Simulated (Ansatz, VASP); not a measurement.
**Ba3O2: VASP beside Ansatz**

INCAR

```
SYSTEM = Ba3O2
ALGO = Normal
EDIFF = 1E-6
EDIFFG = -0.04
ENCUT = 600
GGA = PE
IBRION = 2
ISIF = 3
ISMEAR = 0
LASPH = .True.
LCHARG = .False.
LREAL = .False.
LWAVE = .False.
NELM = 80
NSW = 90
PREC = Accurate
SIGMA = 0.1
```

KPOINTS

```
k-points
0
Gamma
  2 2 4
  0 0 0
```

Contents of POSCAR:

```
Ba3O2
1.0
    8.4398293685      0.0000000000      0.0000000000
    0.0000000000      8.4398293685      0.0000000000
    0.0000000000      0.0000000000      4.2400122504
Ba O
6 4
Direct
    0.0000000000      0.0000000000      0.0000000000
    0.5000000000      0.5000000000      0.0000000000
    0.1800000000      0.6800000000      0.5000000000
    0.3200000000      0.1800000000      0.5000000000
    0.8200000000      0.3200000000      0.5000000000
    0.6800000000      0.8200000000      0.5000000000
    0.3800000000      0.8800000000      0.0000000000
    0.1200000000      0.3800000000      0.0000000000
    0.6200000000      0.1200000000      0.0000000000
    0.8800000000      0.6200000000      0.0000000000
```

Input for Ansatz:

```yaml
crystal:
  lattice:
    - [8.4398293685, 0.0, 0.0]
    - [0.0, 8.4398293685, 0.0]
    - [0.0, 0.0, 4.2400122504]
  atoms:
    - { symbol: Ba, position: [0.0, 0.0, 0.0] }
    - { symbol: Ba, position: [0.5, 0.5, 0.0] }
    - { symbol: Ba, position: [0.18, 0.68, 0.5] }
    - { symbol: Ba, position: [0.32, 0.18, 0.5] }
    - { symbol: Ba, position: [0.82, 0.32, 0.5] }
    - { symbol: Ba, position: [0.68, 0.82, 0.5] }
    - { symbol: O, position: [0.38, 0.88, 0.0] }
    - { symbol: O, position: [0.12, 0.38, 0.0] }
    - { symbol: O, position: [0.62, 0.12, 0.0] }
    - { symbol: O, position: [0.88, 0.62, 0.0] }
basis:
  ecutwfc: 420
kpoints:
  mp_grid: { grid: [2, 2, 4] }
hamiltonian:
  xc: pbe
scf:
  occupations: { method: gaussian, width: 0.1 }
  lower_state_search: "off"
output:
  forces: true
  stress: true
  eigenvalues: true
relax:
  adjacent_minimum: "off"
  f_tol: 0.04
  max_steps: 70
  cell: { stress_tol: 0.4 }
```

Alike in both runs: task relaxation of cell and atoms; functional PBE; k mesh 2 × 2 × 4; occupations gaussian, width 0.1 eV; no spin polarisation.

|  | VASP | Ansatz |
| --- | --- | --- |
| version | VASP 6.6.1 | Ansatz 0.2.0 |
| potentials or method | VASP PAW PBE potentials, release 64 (Ba_sv, O), cutoff 600 eV | scalar-relativistic, plane waves, PAW |
| valence electrons in the cell | 84 | 84 |

Ansatz gave:

```
gap on the k mesh at the Fermi level, each at its own relaxed structure (eV)  : none
relaxed volume (Å³/atom)                                                      : 30.63
relaxed length of the cell vector where the two differ most in proportion (Å) : 4.508
```

Task: What did VASP give for the same quantities?

Result: gap on the k mesh at the Fermi level, each at its own relaxed structure (eV): none; relaxed volume (Å³/atom): 31.39; relaxed length of the cell vector where the two differ most in proportion (Å): 4.563.

A gap of «none» marks a metal or a gap that the smearing closes.

The k mesh is coarse, so the values compare programs but aren't converged. Spin-orbit coupling is off throughout.
